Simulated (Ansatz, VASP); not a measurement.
**SiF in VASP and in Ansatz**

The input INCAR:

```
ALGO = Normal ; EDIFF = 1E-7
ENCUT = 520 ; GGA = PE
ISIF = 2 ; ISMEAR = -1
LASPH = T ; LCHARG = T
LELF = T ; LREAL = F
LVHAR = T ; LWAVE = F
NBANDS = 12 ; NELM = 80
PREC = Accurate ; SIGMA = 0.05
```

KPOINTS

```
k-points
0
Gamma
  9 9 9
```

The input POSCAR:

```
SiF
1.0
    3.0486575382      0.0000000000      0.0000000000
    0.0000000000      3.0486575382      0.0000000000
    0.0000000000      0.0000000000      3.0486575382
Si F
1 1
Direct
    0.5000000000      0.5000000000      0.5000000000
    0.0000000000      0.0000000000      0.0000000000
```

The input input.yaml:

```yaml
crystal:
  lattice:
    - [3.0486575382, 0.0, 0.0]
    - [0.0, 3.0486575382, 0.0]
    - [0.0, 0.0, 3.0486575382]
  atoms:
    - { symbol: Si, position: [0.5, 0.5, 0.5] }
    - { symbol: F, position: [0.0, 0.0, 0.0] }
hamiltonian:
  xc: pbe
  pseudopotentials: { kind: paw, azcp: { folder: soft_1 } }
kpoints:
  mp_grid: { grid: [9, 9, 9] }
scf:
  occupations: { method: fermi_dirac, width: 0.05 }
output:
  forces: true
  stress: true
  eigenvalues: true
  write_density: true
  write_potential: true
  elf: true
  volumetric_format: npy
```

Alike in both runs: task single point; functional PBE; k mesh 9 × 9 × 9; occupations fermi-dirac, width 0.05 eV; no spin polarisation.

|  | VASP | Ansatz |
| --- | --- | --- |
| version | VASP 6.6.1 | Ansatz 0.2.0 |
| potentials or method | VASP PAW PBE potentials, release 64 (Si, F) | Ansatz PAW soft_1 |
| plane-wave cutoff (eV) | 520 | 420 |
| valence electrons in the cell | 11 | 11 |

Ansatz gave:

- gap on the k mesh at the Fermi level (eV): none
- pressure (GPa): -1.2

Task: What did VASP give for the same quantities?

Result: gap on the k mesh at the Fermi level (eV): none; pressure (GPa): -1.4.

A gap of «none» marks a metal or a gap that the smearing closes. The functional is the same, so the differences come from potentials, cutoffs and numerics.
